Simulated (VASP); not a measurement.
# Si (Fd-3m) in VASP: vibrations by perturbation theory with PBE

Aim: the vibrations by perturbation theory of Si with PBE.

Everything below comes from runs of VASP 6.6.1. Logs are shortened: lines on timing, memory, paths and dates and some standing lists are left out, and cuts for length are marked.

**1. The cell of the first run**

Symmetry: Fd-3m, No. 227, cubic system. The conventional cell has a = 5.431 Å, b = 5.431 Å, c = 5.431 Å, α = 90.00°, β = 90.00°, γ = 90.00°. Within 3.1 Å of Si (site symmetry -43m) lie 4 Si at 2.35 Å.

**2. Vibrations by perturbation theory, PBE**

INCAR

```
SYSTEM = Si
PREC     = Accurate       ! precision mode
ENCUT    = 500            ! plane-wave cutoff, eV
EDIFF    = 1E-8           ! SCF threshold, eV
ISMEAR   = 0              ! smearing method
SIGMA    = 0.01           ! smearing width, eV
LREAL    = .False.        ! projectors in reciprocal space
LASPH    = .True.         ! aspherical terms in the spheres
NELM     = 120            ! most SCF steps
ALGO     = Normal         ! electronic algorithm
ISIF     = 2              ! what is computed and relaxed
LWAVE    = .False.        ! write WAVECAR
LCHARG   = .False.        ! write CHGCAR
GGA      = PE             ! functional
IBRION   = 8              ! ionic algorithm
NSW      = 1              ! ionic steps
GGA_COMPAT= .False.
```

KPOINTS

```
Automatic mesh
0
Gamma
  4 4 4
  0 0 0
```

POSCAR

```
Si
1.0
   -2.7155000000      0.0000000000      2.7155000000
    0.0000000000      2.7155000000      2.7155000000
   -2.7155000000      2.7155000000      0.0000000000
Si
2
Direct
    0.0000000000      0.0000000000      0.0000000000
    0.2500000000      0.2500000000      0.2500000000
```

Potentials or basis: VASP PAW PBE potentials, release 64 (Si).

Command:

```
$ cat potpaw_PBE.64/Si/POTCAR > POTCAR
$ mpirun -np 1 vasp_std > vasp.out
```

OUTCAR:

```text
SYSTEM = Si
   PREC = Accurate
   ENCUT = 500
   EDIFF = 1E-8
   ISMEAR = 0
   LREAL = .False.
   LASPH = .True.
   NELM = 120
   ISIF = 2
   GGA = PE
   IBRION = 8
   NSW = 1

 ion  position               nearest neighbor table
   1  0.000  0.000  0.000-   2 2.35   2 2.35   2 2.35   2 2.35
   2  0.250  0.250  0.250-   1 2.35   1 2.35   1 2.35   1 2.35

  LATTYP: Found a face centered cubic cell.
 ALAT       =     5.4310000000

  Lattice vectors:

 A1 = (  -2.7155000000,   0.0000000000,   2.7155000000)
 A2 = (   0.0000000000,   2.7155000000,   2.7155000000)
 A3 = (  -2.7155000000,   2.7155000000,   0.0000000000)

Analysis of symmetry for initial positions (statically):
=====================================================================
 Subroutine PRICEL returns:
 Original cell was already a primitive cell.

 Routine SETGRP: Setting up the symmetry group for a
 face centered cubic supercell.

 Subroutine GETGRP returns: Found 48 space group operations
 (whereof 24 operations were pure point group operations)
 out of a pool of 48 trial point group operations.

The static configuration has the point symmetry T_d .
 The point group associated with its full space group is O_h .

Analysis of symmetry for dynamics (positions and initial velocities):
=====================================================================
 Subroutine PRICEL returns:
 Original cell was already a primitive cell.

 Routine SETGRP: Setting up the symmetry group for a
 face centered cubic supercell.

 Subroutine GETGRP returns: Found 48 space group operations
 (whereof 24 operations were pure point group operations)
 out of a pool of 48 trial point group operations.

The dynamic configuration has the point symmetry T_d .
 The point group associated with its full space group is O_h .

 Subroutine INISYM returns: Found 48 space group operations
 (whereof 24 operations are pure point group operations),
 and found     1 'primitive' translations

----------------------------------------------------------------------------------------

                                     Primitive cell

  volume of cell :      40.0479

  direct lattice vectors                    reciprocal lattice vectors
    -2.715500000  0.000000000  2.715500000    -0.184128153 -0.184128153  0.184128153
     0.000000000  2.715500000  2.715500000     0.184128153  0.184128153  0.184128153
    -2.715500000  2.715500000  0.000000000    -0.184128153  0.184128153 -0.184128153

  length of vectors
     3.840296929  3.840296929  3.840296929     0.318919316  0.318919316  0.318919316

  position of ions in fractional coordinates (direct lattice)
     0.000000000  0.000000000  0.000000000
     0.250000000  0.250000000  0.250000000

  ion indices of the primitive-cell ions
   primitive index   ion index
                 1           1
                 2           2

----------------------------------------------------------------------------------------

 KPOINTS: Automatic mesh

Automatic generation of k-mesh.
 Grid dimensions read from file:
 generate k-points for:    4    4    4

 Generating k-lattice:

  Cartesian coordinates                     Fractional coordinates (reciprocal lattice)
    -0.046032038 -0.046032038  0.046032038     0.250000000  0.000000000  0.000000000
     0.046032038  0.046032038  0.046032038     0.000000000  0.250000000  0.000000000
    -0.046032038  0.046032038 -0.046032038     0.000000000  0.000000000  0.250000000

  Length of vectors
     0.079729829  0.079729829  0.079729829
[... 57 lines left out ...]
     AMIX_MAG =   1.60;   BMIX_MAG =  1.00
  volume/ion in A,a.u.               =      20.02       135.13
  Fermi-wavevector in a.u.,A,eV,Ry     =   0.956999  1.808467 12.460868  0.915848
  Thomas-Fermi vector in A             =   2.085978
   LORBIT       =      0    0 simple, 1 ext, 2 COOP (PROOUT), +10 PAW based schemes
   GGA     = PE    functional components
   LHFCALC =     F    Hartree Fock is set to
   AEXX    =    0.0000 exact exchange contribution
   IVDW    =     0    specifies the selected vdW correction
   LEPSILON=     F    determine dielectric tensor
   LRPA    =     F    only Hartree local field effects (RPA)
 non-spin polarized calculation
 Gauss-broadening in eV      SIGMA  =   0.01
  energy-cutoff  :      500.00
  volume of cell :       40.05
 maximum number of plane-waves:      1036
   NGX = 13   NGY = 13   NGZ = 13

--------------------------------------- Ionic step        1  -------------------------------------------

 number of electron       8.0000001 magnetization

 Free energy of the ion-electron system (eV)
  ---------------------------------------------------
  ext. energy  EPLUGINS =         0.00000000
  ---------------------------------------------------
  free energy    TOTEN  =       -10.65697404 eV

  energy without entropy =      -10.65697404  energy(sigma->0) =      -10.65697404

 E-fermi :   5.9304     XC(G=0):  -9.3817

 val. band max:        5.8683933511   @ k =   0.0000   0.0000   0.0000
 cond. band min:       6.5619463061   @ k =   0.5000   0.5000   0.0000
 fundamental gap:      0.6935529551
 Fermi energy:         5.9304140335

 k-point     1 :       0.0000    0.0000    0.0000
  band No.  band energies     occupation
      1      -6.0965      2.00000
      2       5.8684      2.00000
      3       5.8684      2.00000
      4       5.8684      2.00000
      5       8.4155      0.00000
      6       8.4155      0.00000
      7       8.4155      0.00000
      8       9.2437      0.00000
[... 67 lines left out ...]
 k-point     8 :      -0.2500    0.5000    0.2500
  band No.  band energies     occupation
      1      -1.7846      2.00000
      2      -1.7846      2.00000
      3       2.0064      2.00000
      4       2.0064      2.00000
      5      10.1256      0.00000
      6      10.1256      0.00000
      7      10.8589      0.00000
      8      10.8589      0.00000

------------------------ aborting loop because EDIFF is reached ----------------------------------------

  FORCE on cell =-STRESS in cart. coord.  units (eV):
  Direction    XX          YY          ZZ          XY          YZ          ZX
  --------------------------------------------------------------------------------------
  -------------------------------------------------------------------------------------
  Total        0.6408183      0.6408183      0.6408183     -0.0000000      0.0000000      0.0000000
  in kB       25.6369326     25.6369326     25.6369326     -0.0000000      0.0000000      0.0000000
  external PRESSURE =      25.6369326 kB  Pullay stress =       0.0000000 kB

 VOLUME and BASIS-vectors are now :
 -----------------------------------------------------------------------------
  energy-cutoff  :      500.00
  volume of cell :       40.05
      direct lattice vectors                 reciprocal lattice vectors
    -2.715500000  0.000000000  2.715500000    -0.184128153 -0.184128153  0.184128153
     0.000000000  2.715500000  2.715500000     0.184128153  0.184128153  0.184128153
    -2.715500000  2.715500000  0.000000000    -0.184128153  0.184128153 -0.184128153

 POSITION                                       TOTAL-FORCE (eV/Angst)
 -----------------------------------------------------------------------------------
      0.00000      0.00000      0.00000        -0.000000      0.000000     -0.000000
     -1.35775      1.35775      1.35775         0.000000     -0.000000      0.000000
 -----------------------------------------------------------------------------------
    total drift:                               -0.000000      0.000000     -0.000000

  FREE ENERGIE OF THE ION-ELECTRON SYSTEM (eV)
  ---------------------------------------------------
  free  energy   TOTEN  =       -10.6569740448 eV

  energy  without entropy=      -10.6569740448  energy(sigma->0) =      -10.65697404

[... ionic steps 2 to 3 ...]

--------------------------------------- Ionic step        4  -------------------------------------------

 Free energy of the ion-electron system (eV)
  ---------------------------------------------------
  ---------------------------------------------------
  free energy    TOTEN  =        -0.01749794 eV

  energy without entropy =       -0.01749794

------------------------ aborting loop because EDIFF is reached ----------------------------------------

 INTERNAL STRAIN TENSOR  FOR ION    1  DIRECTION 1   (eV/Angst):
 -----------------------------------------------------------------------------
     0.00666  0.00000  0.00000
    -0.00000 -0.00364 -9.30302
     0.00000 -9.30302 -0.00364

 INTERNAL STRAIN TENSOR FOR ION    2 for displacements in x,y,z  (eV/Angst):
          X           Y           Z          XY          YZ          ZX
  --------------------------------------------------------------------------------
  x     0.00000     0.00000     0.00000     0.00000     9.30302     0.00000
  y     0.00000     0.00000     0.00000    -0.00000     0.00000     9.30302
  z     0.00000     0.00000     0.00000     9.30302    -0.00000    -0.00000

 SECOND DERIVATIVES (NOT SYMMETRIZED)
 ------------------------------------
               1X          1Y          1Z          2X          2Y          2Z
  1X   -14.110465    0.000000    0.000000   14.110465    0.000000    0.000000
  1Y     0.000000  -14.110465    0.000000    0.000000   14.110465    0.000000
  1Z     0.000000    0.000000  -14.110465    0.000000    0.000000   14.110465
  2X    14.110465    0.000000    0.000000  -14.110465    0.000000    0.000000
  2Y     0.000000   14.110465    0.000000    0.000000  -14.110465    0.000000
  2Z     0.000000    0.000000   14.110465    0.000000    0.000000  -14.110465

 Eigenvectors and eigenvalues of the dynamical matrix
 ----------------------------------------------------

   1 f  =   15.671089 THz    98.464355 2PiTHz  522.731259 cm-1    64.810387 meV
             X         Y         Z           dx          dy          dz
      0.000000  0.000000  0.000000     0.000000   -0.707107    0.000000
     -1.357750  1.357750  1.357750     0.000000    0.707107    0.000000
[... 21 lines left out ...]
   6 f  =    0.000000 THz     0.000000 2PiTHz    0.000000 cm-1     0.000000 meV
             X         Y         Z           dx          dy          dz
      0.000000  0.000000  0.000000     0.000000    0.000000    0.707107
     -1.357750  1.357750  1.357750     0.000000    0.000000    0.707107

--------------------------------------------------------------------------------------------------------

 ELASTIC MODULI CONTR FROM IONIC RELAXATION (kBar)
 Direction    XX          YY          ZZ          XY          YZ          ZX
 --------------------------------------------------------------------------------
 XX           0.0000      0.0000      0.0000      0.0000      0.0000      0.0000
 YY           0.0000      0.0000      0.0000      0.0000      0.0000      0.0000
 ZZ           0.0000      0.0000      0.0000      0.0000      0.0000      0.0000
 XY           0.0000      0.0000      0.0000   -245.3794      0.0000      0.0000
 YZ           0.0000      0.0000      0.0000      0.0000   -245.3794     -0.0000
 ZX           0.0000      0.0000      0.0000      0.0000     -0.0000   -245.3794
 --------------------------------------------------------------------------------
```

Wall time 14 s (1 thread of Intel Xeon Platinum 8375C at 2.90GHz (Ice Lake), shared host); peak memory 0.15 GiB.

What came out:

```
Highest phonon frequency at Γ : 523 cm⁻¹
```

Phonon frequencies in cm⁻¹ (negative: imaginary):
```csv
q point,frequencies
"(0.000, 0.000, 0.000)",0 0 0 523 523 523
```

Caveat: the k points lie up to 0.50 Å⁻¹ apart; the cell stands under pressure or tension, which shifts response properties.
